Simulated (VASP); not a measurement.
# GaAs (F-43m) in VASP: further runs

GaAs is run at these levels: r2SCAN, LDA; tasks: single point.

Everything below comes from runs of VASP 6.6.1. Logs are shortened: lines on timing, memory, paths and dates and some standing lists are left out, and cuts for length are marked.

### 1 The cell of the first run

The structure is cubic, space group F-43m (No. 216). The conventional cell has a = 5.666 Å, b = 5.666 Å, c = 5.666 Å, α = 90.00°, β = 90.00°, γ = 90.00°. Within 3.2 Å of Ga (site symmetry -43m) lie 4 As at 2.45 Å. As (site symmetry -43m) has 4 Ga at 2.45 Å within 3.2 Å.

### 2 Single point, r2SCAN

The input, POSCAR:

```
GaAs
1.0
    0.0000000000      2.8330850957      2.8330850957
    2.8330850957      0.0000000000      2.8330850957
    2.8330850957      2.8330850957      0.0000000000
Ga As
1 1
Direct
    0.0000000000      0.0000000000      0.0000000000
    0.2500000000      0.2500000000      0.2500000000
```

The input, INCAR.step1:

```
PREC = Accurate
ENCUT = 520
ISMEAR = 0
SIGMA = 0.01
LREAL = False
LASPH = True
NELM = 80
NBANDS = 16
GGA = PE
ALGO = Normal
EDIFF = 1E-4
LWAVE = True
LCHARG = False
```

The input, INCAR.step2:

```
PREC = Accurate
ENCUT = 520
EDIFF = 1E-7
ISMEAR = 0
SIGMA = 0.01
LREAL = False
LASPH = True
NELM = 80
ALGO = Normal
ISIF = 2
LWAVE = False
LCHARG = False
METAGGA = R2SCAN
LMIXTAU = True
NBANDS = 16
ISTART = 1
```

The input, KPOINTS:

```
Automatic mesh
0
Gamma
  4 4 4
```

Potentials or basis: VASP PAW PBE potentials, release 64 (Ga_d, As).

The run is started by

```sh
> cat potpaw_PBE.64/Ga_d/POTCAR potpaw_PBE.64/As/POTCAR > POTCAR
> cp INCAR.step1 INCAR
> mpirun -np 1 vasp_std > vasp.out
> cp INCAR.step2 INCAR
> mpirun -np 1 vasp_std > vasp.out
```

OUTCAR:

```text
PREC = Accurate
   ENCUT = 520
   EDIFF = 1E-7
   ISMEAR = 0
   LREAL = False
   LASPH = True
   NELM = 80
   ISIF = 2
   METAGGA = R2SCAN
   ISTART = 1

 ion  position               nearest neighbor table
   1  0.000  0.000  0.000-   2 2.45   2 2.45   2 2.45   2 2.45
   2  0.250  0.250  0.250-   1 2.45   1 2.45   1 2.45   1 2.45

  LATTYP: Found a face centered cubic cell.
 ALAT       =     5.6661701914

  Lattice vectors:

 A1 = (   0.0000000000,   2.8330850957,   2.8330850957)
 A2 = (   2.8330850957,   0.0000000000,   2.8330850957)
 A3 = (   2.8330850957,   2.8330850957,   0.0000000000)

Analysis of symmetry for initial positions (statically):
=====================================================================
 Subroutine PRICEL returns:
 Original cell was already a primitive cell.

 Routine SETGRP: Setting up the symmetry group for a
 face centered cubic supercell.

 Subroutine GETGRP returns: Found 24 space group operations
 (whereof 24 operations were pure point group operations)
 out of a pool of 48 trial point group operations.

The static configuration has the point symmetry T_d .

Analysis of symmetry for dynamics (positions and initial velocities):
=====================================================================
 Subroutine PRICEL returns:
 Original cell was already a primitive cell.

 Routine SETGRP: Setting up the symmetry group for a
 face centered cubic supercell.

 Subroutine GETGRP returns: Found 24 space group operations
 (whereof 24 operations were pure point group operations)
 out of a pool of 48 trial point group operations.

The dynamic configuration has the point symmetry T_d .

 Subroutine INISYM returns: Found 24 space group operations
 (whereof 24 operations are pure point group operations),
 and found     1 'primitive' translations

----------------------------------------------------------------------------------------

                                     Primitive cell

  volume of cell :      45.4788

  direct lattice vectors                    reciprocal lattice vectors
     0.000000000  2.833085096  2.833085096    -0.176486051  0.176486051  0.176486051
     2.833085096  0.000000000  2.833085096     0.176486051 -0.176486051  0.176486051
     2.833085096  2.833085096  0.000000000     0.176486051  0.176486051 -0.176486051

  length of vectors
     4.006587366  4.006587366  4.006587366     0.305682807  0.305682807  0.305682807

  position of ions in fractional coordinates (direct lattice)
[... 62 lines left out ...]
   EDIFF  = 0.1E-06   stopping-criterion for ELM
   LREAL  =      F    real-space projection
   EDIFFG = 0.1E-05   stopping-criterion for IOM
   NSW    =      0    number of steps for IOM
   IBRION =     -1    ionic relax: 0-MD 1-quasi-New 2-CG
   NFREE  =      0    steps in history (QN), initial steepest desc. (CG)
   ISIF   =      2    stress and relaxation
   ISYM   =      2    0-nonsym 1-usesym 2-fastsym
   POTIM  = 0.5000    time-step for ionic-motion
   TEBEG  =    0.0;   TEEND  =   0.0 temperature during run
   PSTRESS=    0.0 pullay stress
   NELECT =      18.0000    total number of electrons
   NUPDOWN=      -1.0000    fix difference up-down
   EMIN   =  10.00;   EMAX   =-10.00  energy-range for DOS
   EFERMI =   0.00;   METHOD = LEGACY
   ISMEAR =     0;   SIGMA  =   0.01  broadening in eV -4-tet -1-fermi 0-gaus
   EFERMI_NEDOS =   21; number of points for ismear=-14 and -15
   IALGO  =     38    algorithm
   IMIX   =      4    mixing-type and parameters
     AMIX     =   0.40;   BMIX     =  1.00
     AMIX_MAG =   1.60;   BMIX_MAG =  1.00
  volume/ion in A,a.u.               =      22.74       153.45
  Fermi-wavevector in a.u.,A,eV,Ry     =   1.201977  2.271407 19.656990  1.444748
  Thomas-Fermi vector in A             =   2.337771
   LORBIT       =      0    0 simple, 1 ext, 2 COOP (PROOUT), +10 PAW based schemes
   METAGGA = R2SCAN    functional components
   LHFCALC =     F    Hartree Fock is set to
   AEXX    =    0.0000 exact exchange contribution
   IVDW    =     0    specifies the selected vdW correction
   LEPSILON=     F    determine dielectric tensor
   LRPA    =     F    only Hartree local field effects (RPA)
 non-spin polarized calculation
 Gauss-broadening in eV      SIGMA  =   0.01
  energy-cutoff  :      520.00
  volume of cell :       45.48
 maximum number of plane-waves:      1243
 NGX is ok and might be reduce to    30
   NGX = 15   NGY = 15   NGZ = 15

 number of electron      17.9999990 magnetization

 Free energy of the ion-electron system (eV)
  ---------------------------------------------------
  ext. energy  EPLUGINS =         0.00000000
  ---------------------------------------------------
  free energy    TOTEN  =       -26.89499948 eV

  energy without entropy =      -26.89499948  energy(sigma->0) =      -26.89499948

 E-fermi :   3.7094     XC(G=0): -10.2048

 val. band max:        3.6585814481   @ k =   0.0000   0.0000   0.0000
 cond. band min:       4.5959879098   @ k =   0.0000   0.0000   0.0000
 fundamental gap:      0.9374064616
 Fermi energy:         3.7093808584

 k-point     1 :       0.0000    0.0000    0.0000
  band No.  band energies     occupation
      1     -11.6177      2.00000
      2     -11.6177      2.00000
      3     -11.6176      2.00000
      4     -11.5308      2.00000
      5     -11.5308      2.00000
      6      -9.5006      2.00000
[... 129 lines left out ...]
      3     -11.5706      2.00000
      4     -11.5422      2.00000
      5     -11.5264      2.00000
      6      -6.8349      2.00000
[... 8 lines left out ...]
     15      16.4497      0.00000
     16      17.7476      0.00000

------------------------ aborting loop because EDIFF is reached ----------------------------------------

  FORCE on cell =-STRESS in cart. coord.  units (eV):
  Direction    XX          YY          ZZ          XY          YZ          ZX
  --------------------------------------------------------------------------------------
  -------------------------------------------------------------------------------------
  Total        0.1104268      0.1104268      0.1104268      0.0000000     -0.0000000      0.0000000
  in kB        3.8902380      3.8902380      3.8902380      0.0000000     -0.0000000      0.0000000
  external PRESSURE =       3.8902380 kB  Pullay stress =       0.0000000 kB

 VOLUME and BASIS-vectors are now :
 -----------------------------------------------------------------------------
  energy-cutoff  :      520.00
  volume of cell :       45.48
      direct lattice vectors                 reciprocal lattice vectors
     0.000000000  2.833085096  2.833085096    -0.176486051  0.176486051  0.176486051
     2.833085096  0.000000000  2.833085096     0.176486051 -0.176486051  0.176486051
     2.833085096  2.833085096  0.000000000     0.176486051  0.176486051 -0.176486051

 POSITION                                       TOTAL-FORCE (eV/Angst)
 -----------------------------------------------------------------------------------
      0.00000      0.00000      0.00000        -0.000000      0.000000      0.000000
      1.41654      1.41654      1.41654         0.000000     -0.000000      0.000000
 -----------------------------------------------------------------------------------
    total drift:                                0.000001      0.000001      0.000001

  FREE ENERGIE OF THE ION-ELECTRON SYSTEM (eV)
  ---------------------------------------------------
  free  energy   TOTEN  =       -26.8949994822 eV

  energy  without entropy=      -26.8949994822  energy(sigma->0) =      -26.89499948
```

OSZICAR.step1:

```text
N       E                     dE             d eps       ncg     rms          rms(c)
DAV:   1     0.815985812807E+02    0.81599E+02   -0.84629E+03   256   0.149E+03
DAV:   2    -0.197545836032E+01   -0.83574E+02   -0.79717E+02   304   0.297E+02
DAV:   3    -0.815843432605E+01   -0.61830E+01   -0.61650E+01   296   0.641E+01
DAV:   4    -0.826211535773E+01   -0.10368E+00   -0.10365E+00   328   0.935E+00
DAV:   5    -0.826368268797E+01   -0.15673E-02   -0.15673E-02   296   0.101E+00    0.295E+00
DAV:   6    -0.809969256662E+01    0.16399E+00   -0.23704E-01   384   0.824E+00    0.178E+00
DAV:   7    -0.807740052104E+01    0.22292E-01   -0.75185E-02   344   0.190E+00    0.586E-01
DAV:   8    -0.807894373882E+01   -0.15432E-02   -0.12641E-02   296   0.126E+00    0.118E-01
DAV:   9    -0.807949699932E+01   -0.55326E-03   -0.11833E-03   304   0.415E-01    0.535E-02
DAV:  10    -0.807959106887E+01   -0.94070E-04   -0.81263E-05   240   0.977E-02
   1 F= -.80795911E+01 E0= -.80795911E+01  d E =-.129865E-14
```

Run time: 54 s. Hardware: 1 thread of Intel Xeon Platinum 8259CL at 2.50GHz (Skylake/Cascade Lake), shared host; peak memory 0.17 GiB.

Results:

```
Free energy            : -26.8950 eV
Pressure               : 0.4 GPa
Band gap on the k mesh : 0.94 eV, direct
```

Caveat: the k points lie up to 0.48 Å⁻¹ apart; the PAW data sets were made with another functional, which shifts forces and pressure a little.

### 3 Single point, LDA

The input, INCAR:

```
  PREC = Accurate
  ENCUT = 520
  EDIFF = 1E-7
  ISMEAR = 0
  SIGMA = 0.01
  LREAL = F
  LASPH = T
  NELM = 100
  ALGO = Normal
  ISIF = 2
  LWAVE = F
  LCHARG = F
  NBANDS = 16
```

The input, KPOINTS:

```
regular mesh
0
Gamma
  8 8 8
```

POSCAR is that of step 2.

Potentials or basis: VASP PAW LDA potentials, release 64 (Ga_d, As).

The run is started by

```sh
> cat potpaw_LDA.64/Ga_d/POTCAR potpaw_LDA.64/As/POTCAR > POTCAR
> mpirun -np 1 vasp_std > vasp.out
```

Run time: 21 s. Hardware: 1 thread of Intel Xeon Platinum 8259CL at 2.50GHz (Skylake/Cascade Lake), shared host; peak memory 0.16 GiB.

Results (log left out):

```
Free energy            : -9.6283 eV
Pressure               : -2.1 GPa
Band gap on the k mesh : 0.28 eV, direct
```

Levels at points of the mesh, in eV from the valence-band top:
```csv
k point,band 6,band 7,band 8,band 9,band 10,band 11,band 12,band 13
"(0.00, 0.00, 0.00)",-12.72,0.00,0.00,0.00,0.28,3.67,3.67,3.67
"(0.50, 0.00, 0.00)",-10.97,-6.66,-1.14,-1.14,0.84,4.58,4.58,7.56
"(0.50, 0.50, 0.00)",-10.24,-6.84,-2.67,-2.67,1.35,1.55,9.99,9.99
```
